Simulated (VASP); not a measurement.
**Zr4C: single point with PBE**

The system is Zr4C.

```
CELL_PARAMETERS angstrom
0.00000 3.95071 3.95071
3.95071 0.00000 3.95071
3.95071 3.95071 0.00000
ATOMIC_POSITIONS crystal
Zr 0.62574 0.12279 0.62574
Zr 0.62574 0.62574 0.62574
Zr 0.12279 0.62574 0.62574
Zr 0.62574 0.62574 0.12279
C 0.00000 0.00000 0.00000
```

The cell was generated, and may not be a known phase.

| Quantity | Value |
| --- | --- |
| Program | VASP 6.6.1 |
| Task | single point |
| Functional | PBE |
| Potentials or basis | VASP PAW PBE potentials, release 64 (Zr_sv, C) |
| Cutoff | 520 eV |
| k mesh | 8 × 8 × 8 |
| Occupations | gaussian, width 0.1 eV |
| Spin | no spin polarisation |
| Dipole correction | no |
| Further INCAR settings | ALGO = Normal; EDIFF = 1e-06; NBANDS = 34 |

| Property | Result |
| --- | --- |
| Pressure | 0.1 GPa |
| Largest force | 0.005 eV/Å |
| Band gap on the k mesh | zero (bands 26 and 27 overlap by 0.99 eV) |

Forces on the atoms (eV/Å):
```
Zr   0.003 -0.003  0.003
Zr  -0.003 -0.003 -0.003
Zr  -0.003  0.003  0.003
Zr   0.003  0.003 -0.003
C    0.000  0.000  0.000
```

Levels at points of the mesh, in eV from the Fermi level:
```tsv
k point	band 24	band 25	band 26	band 27	band 28	band 29
(0.00, 0.00, 0.00)	-1.87	-1.81	-0.87	-0.87	1.17	1.17
(0.50, 0.00, 0.00)	-1.30	0.11	0.11	0.39	0.73	0.92
(0.50, 0.50, 0.00)	-0.45	-0.45	-0.44	0.12	0.79	1.18
```

Run time: 110 s on 1 thread of AMD EPYC 7R13 Processor (Zen 3), on a shared host, peak memory 0.27 GiB.
